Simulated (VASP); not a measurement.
A run of VASP 6.6.1 is set up as follows.

File INCAR:

```
SYSTEM = N
PREC = Accurate
ENCUT = 520
EDIFF = 1E-6
ISMEAR = 0
SIGMA = 0.05
LREAL = .False.
LASPH = .True.
NELM = 100
ALGO = Normal
ISIF = 2
LWAVE = .False.
LCHARG = .True.
GGA = PS
LELF = .True.
LVHAR = .True.
NBANDS = 30
```

File KPOINTS:

```
Automatic mesh
0
Gamma
  6 6 2
  0 0 0
```

Contents of POSCAR:

```
N
1.0
   -4.6258169325      0.0000000000      0.0000000000
   -2.3129084662     -4.0060749768      0.0000000000
   -0.3854847444      0.6676791628     14.7224973438
N
8
Direct
    0.1882081297      0.4784585370      0.8707512219
    0.2675792729      0.3990873938      0.3945243625
    0.2006595357      0.4660071310      0.7960427859
    0.2800306789      0.3866359878      0.3198159265
    0.6405981779      0.6927351555      0.1564109328
    0.5612270346      0.7721062987      0.6326377922
    0.6530495839      0.6802837495      0.0817024968
    0.5736784406      0.7596548927      0.5579293562
```

Potentials or basis: VASP PAW PBE potentials, release 64 (N).

Command:

```sh
$ cat potpaw_PBE.64/N/POTCAR > POTCAR
$ mpirun -np 1 vasp_std > vasp.out
```

Estimate the largest force.

1.893 eV/Å.

Estimate the band gap on the k mesh.

7.41 eV (least direct gap 7.60 eV).

Stress tensor (GPa, compression positive):
```
-0.11  0.00  0.01
 0.00 -0.12  0.00
 0.01  0.00  4.65
```

Caveat: the cell differs from its parent crystal (the part above a cut slid along it); the standard files for N, O and F lose accuracy on very short bonds; this functional lacks dispersion, which holds the molecules together, so the pressure and a relaxed volume are unreliable; the PAW data sets were made with another functional, which shifts forces and pressure a little. A k mesh can miss the band edges.
